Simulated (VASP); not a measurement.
Wanted: the native input for a VASP 6.6.1 run.

* Task: single point
* Functional: r2SCAN
* Potentials or basis: VASP PAW PBE potentials, release 64 (C)
* Cutoff: 520 eV
* k mesh: 24 × 24 × 8
* Occupations: gaussian, width 0.1 eV
* Spin: no spin polarisation
* Dipole correction: no
* Further INCAR settings: ALGO = Normal; EDIFF = 1e-06; NBANDS = 16

The system is C.

```
CELL_PARAMETERS angstrom
2.38213 0.00000 0.00000
-1.19107 2.06299 0.00000
0.00000 0.00000 7.00385
ATOMIC_POSITIONS crystal
C 0.00000 0.00000 0.25000
C 0.00000 0.00000 0.75000
C 0.33333 0.66667 0.25000
C 0.66667 0.33333 0.75000
```

This cell differs from its parent crystal: biaxial strain in the a-b plane: -3.0 %, then relaxed in part.

These files were run (other wordings do the same):

POSCAR

```
C
1.0
    2.3821339318      0.0000000000      0.0000000000
   -1.1910669659      2.0629885001      0.0000000000
    0.0000000000      0.0000000000      7.0038529679
C
4
Direct
    0.0000000000      0.0000000000      0.2500000000
    0.0000000000      0.0000000000      0.7500000000
    0.3333333333      0.6666666667      0.2500000000
    0.6666666667      0.3333333333      0.7500000000
```

INCAR.step1

```
SYSTEM = C
ALGO = Normal ; EDIFF = 1E-4
ENCUT = 520 ; GGA = PE
ISMEAR = 0 ; LASPH = .True.
LCHARG = .False. ; LREAL = .False.
LWAVE = .True. ; NBANDS = 16
NELM = 80 ; PREC = Accurate
SIGMA = 0.1
```

INCAR.step2

```
SYSTEM = C
ALGO = Normal ; EDIFF = 1E-6
ENCUT = 520 ; ISIF = 2
ISMEAR = 0 ; ISTART = 1
LASPH = .True. ; LCHARG = .False.
LMIXTAU = .True. ; LREAL = .False.
LWAVE = .False. ; METAGGA = R2SCAN
NBANDS = 16 ; NELM = 80
PREC = Accurate ; SIGMA = 0.1
```

KPOINTS

```
k-points
0
Gamma
  24 24 8
  0 0 0
```

Potentials or basis: VASP PAW PBE potentials, release 64 (C).

The run is started by

```sh
$ cat potpaw_PBE.64/C/POTCAR > POTCAR
$ cp INCAR.step1 INCAR
$ mpirun -np 1 vasp_std > vasp.out
$ cp INCAR.step2 INCAR
$ mpirun -np 1 vasp_std > vasp.out
```

It gave:

The pressure is 29.2 GPa and the band gap on the k mesh is zero (bands 8 and 9 overlap by 0.02 eV).

Caveat: the cell differs from its parent crystal (biaxial strain in the a-b plane: -3.0 %, then relaxed in part); the cell stands under pressure; the PAW data sets were made with another functional, which shifts forces and pressure a little.

Wall time 5.8 min on 1 thread of Intel(R) Xeon(R) Platinum 8488C (Sapphire Rapids), with other jobs on the host, peak memory 0.23 GiB.
